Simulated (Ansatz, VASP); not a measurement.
One calculation of MgS, two programs

```xyz
2
Lattice="0.0000 2.6016 2.6016 2.6016 0.0000 2.6016 2.6016 2.6016 0.0000" Properties=species:S:1:pos:R:3 pbc="T T T"
S     2.6016    2.6016    2.6016
Mg    0.0000    0.0000    0.0000
```

Alike in both runs: task single point; functional PBE; k mesh 9 × 9 × 9; occupations gaussian, width 0.02 eV; no spin polarisation.

|  | VASP | Ansatz |
| --- | --- | --- |
| version | VASP 6.6.1 | Ansatz 0.2.0 |
| potentials or method | VASP PAW PBE potentials, release 64 (S, Mg), cutoff 520 eV | all-electron LAPW, scalar-relativistic |

Ansatz gave:

| Item | Value |
| --- | --- |
| gap on the k mesh at the Fermi level (eV) | 2.92 |
| least direct gap on the mesh (eV) | 3.72 |
| pressure (GPa) | 1.2 |

Task: Which values does VASP return?

Result: gap on the k mesh at the Fermi level (eV): 2.91; least direct gap on the mesh (eV): 3.71; pressure (GPa): 0.9.

Ansatz ran all-electron here, and VASP with PAW potentials.
